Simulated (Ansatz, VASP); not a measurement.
**One calculation of CdTeS4, two programs**

File INCAR:

```
SYSTEM = CdTeS4
PREC     = Accurate       ! precision mode
ENCUT    = 520            ! plane-wave cutoff, eV
EDIFF    = 1E-6           ! SCF threshold, eV
ISMEAR   = 0              ! smearing method
SIGMA    = 0.1            ! smearing width, eV
LREAL    = .False.        ! projectors in reciprocal space
LASPH    = .True.         ! aspherical terms in the spheres
NELM     = 60             ! most SCF steps
ALGO     = Normal         ! electronic algorithm
ISIF     = 2              ! what is computed and relaxed
LWAVE    = .False.        ! write WAVECAR
LCHARG   = .False.        ! write CHGCAR
GGA      = PE             ! functional
NBANDS   = 30             ! bands
```

The input KPOINTS:

```
regular mesh
0
Gamma
  6 6 2
  0 0 0
```

File POSCAR:

```
CdTeS4
1.0
    3.4456116500      0.0000000000      0.0000000000
   -1.7228058300      2.9839872200      0.0000000000
    0.0000000000      0.0000000000     13.6556548100
Cd Te S
1 1 4
Direct
    0.0000000000      0.0000000000      0.5000000000
    0.6666666700      0.3333333300      0.0000000000
    0.6666666700      0.3333333300      0.6276410200
    0.0000000000      0.0000000000      0.8771510100
    0.0000000000      0.0000000000      0.1228489900
    0.6666666700      0.3333333300      0.3723589800
```

Input for Ansatz:

```yaml
crystal:
  lattice:
    - [3.44561165, 0.0, 0.0]
    - [-1.72280583, 2.98398722, 0.0]
    - [0.0, 0.0, 13.65565481]
  atoms:
    - { symbol: Cd, position: [0.0, 0.0, 0.5] }
    - { symbol: Te, position: [0.66666667, 0.33333333, 0.0] }
    - { symbol: S, position: [0.66666667, 0.33333333, 0.62764102] }
    - { symbol: S, position: [0.0, 0.0, 0.87715101] }
    - { symbol: S, position: [0.0, 0.0, 0.12284899] }
    - { symbol: S, position: [0.66666667, 0.33333333, 0.37235898] }
basis:
  ecutwfc: 420
kpoints:
  mp_grid: { grid: [6, 6, 2] }
hamiltonian:
  xc: pbe
scf:
  occupations: { method: gaussian, width: 0.1 }
  lower_state_search: "off"
output:
  forces: true
  stress: true
  eigenvalues: true
```

Change from the starting cell: species swapped into the NbWSe4 type (P-6m2, No. 187).

Alike in both runs: task single point; functional PBE; k mesh 6 × 6 × 2; occupations gaussian, width 0.1 eV; no spin polarisation.

|  | VASP | Ansatz |
| --- | --- | --- |
| version | VASP 6.6.1 | Ansatz 0.2.0 |
| potentials or method | VASP PAW PBE potentials, release 64 (Cd, Te, S), cutoff 520 eV | scalar-relativistic, plane waves, PAW |
| valence electrons in the cell | 42 | 60 |

Ansatz gave:

* gap on the k mesh at the Fermi level (eV): none
* pressure (GPa): 6.3
* traceless stress, the component that is largest in VASP (GPa): -0.37
* rms of the force components (eV/Å): 0.453

Question: What did VASP give for the same quantities?

Answer: gap on the k mesh at the Fermi level (eV): none; pressure (GPa): 6.3; traceless stress, the component that is largest in VASP (GPa): -0.34; rms of the force components (eV/Å): 0.447.

Atom by atom the forces differ by 0.018 eV/Å (rms over components). A gap of «none» marks a metal or a gap that the smearing closes. VASP's potentials hold 42 valence electrons a cell and Ansatz's 60, so a difference there can come from the potentials and not from the codes.

Spin-orbit coupling is off throughout.
